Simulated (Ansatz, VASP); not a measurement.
**Zn4SeS3: VASP beside Ansatz**

```
Zn Se S
1.0
     5.51558    0.00000    0.00000
     0.00000    5.51558    0.00000
     0.00000    0.00000    5.51558
Zn Se S
4 1 3
Direct
  0.74361 0.74361 0.74361
  0.74361 0.25639 0.25639
  0.25639 0.74361 0.25639
  0.25639 0.25639 0.74361
  0.00000 0.00000 0.00000
  0.50000 0.50000 0.00000
  0.50000 0.00000 0.50000
  0.00000 0.50000 0.50000
```

Alike in both runs: task single point; functional PBE; k mesh 4 × 4 × 4; occupations gaussian, width 0.1 eV; no spin polarisation.

|  | VASP | Ansatz |
| --- | --- | --- |
| version | VASP 6.6.1 | Ansatz 0.2.0 |
| potentials or method | VASP PAW PBE potentials, release 64 (Zn, Se, S), cutoff 520 eV | scalar-relativistic, plane waves, PAW |
| valence electrons in the cell | 72 | 82 |

|  | VASP | Ansatz | Ansatz less VASP |
| --- | --- | --- | --- |
| gap on the k mesh at the Fermi level (eV) | 1.73 | 1.73 | -0.002 |
| least direct gap on the mesh (eV) | 1.73 | 1.73 | -0.002 |
| pressure (GPa) | 0.2 | 0.0 | -0.16 |

VASP's potentials hold 72 valence electrons a cell and Ansatz's 82, so a difference there can come from the potentials and not from the codes.
